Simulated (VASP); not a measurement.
Crystal: Cr.

```
CELL_PARAMETERS angstrom
-1.48445 1.48445 1.48445
1.48445 -1.48445 1.48445
1.48445 1.48445 -1.48445
ATOMIC_POSITIONS crystal
Cr 0.00000 0.00000 0.00000
```

Base run:

| Quantity | Value |
| --- | --- |
| Program | VASP 6.6.1 |
| Functional | PBEsol |
| Potentials or basis | VASP PAW PBE potentials, release 64 (Cr_pv) |
| Cutoff | 520 eV |
| k mesh | 12 × 12 × 12 |
| Occupations | fermi-dirac, width 0.05 eV |
| Spin | collinear spin, ferromagnetic start |
| Starting moments | [3.0] μB |
| Hubbard terms | Cr d U = 8.0 eV |

Its results: pressure 69.9 GPa; net moment 4.78 μB per cell; site moments Cr +4.47 μB.

Q: The run is repeated on the same cell with these changes: hubbard terms from Cr d U = 8.0 eV to Cr d U = 6.0 eV; further incar settings from ALGO = Fast; EDIFF = 1e-06; NBANDS = 16 to ALGO = Fast; EDIFF = 1e-07; NBANDS = 16. What comes out?

A: Pressure 67.1 GPa; net moment 4.57 μB per cell; site moments Cr +4.25 μB.

Caveats: the cell stands under pressure; the PAW data sets were made with another functional, which shifts forces and pressure a little; the U is typed as a test and isn't derived for this compound.
